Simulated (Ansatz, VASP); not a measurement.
# One calculation of MnAs, two programs

```
CELL_PARAMETERS angstrom
3.71000 0.00000 0.00000
-1.85500 3.21295 0.00000
0.00000 0.00000 5.69100
ATOMIC_POSITIONS crystal
As 0.66667 0.33333 0.75000
As 0.33333 0.66667 0.25000
Mn 0.00000 0.00000 0.50000
Mn 0.00000 0.00000 0.00000
```

Alike in both runs: task single point; functional PBEsol; k mesh 8 × 8 × 5; occupations fermi-dirac, width 0.05 eV; no spin polarisation.

```csv
,VASP,Ansatz
version,VASP 6.6.1,Ansatz 0.2.0
potentials or method,"VASP PAW PBE potentials, release 64 (As, Mn_pv)",Ansatz PAW
plane-wave cutoff (eV),520,420
valence electrons in the cell,36,60
```

```csv
,VASP,Ansatz,Ansatz less VASP
gap on the k mesh at the Fermi level (eV),none,none,-
pressure (GPa),-24.1,-24.3,-0.23
"traceless stress, the component that is largest in VASP (GPa)",-1.96,-2.05,-0.086
```

VASP's potentials were made for PBE, not for PBEsol. A gap of «none» marks a metal or a gap that the smearing closes. VASP's potentials hold 36 valence electrons a cell and Ansatz's 60, so a difference there can come from the potentials and not from the codes.
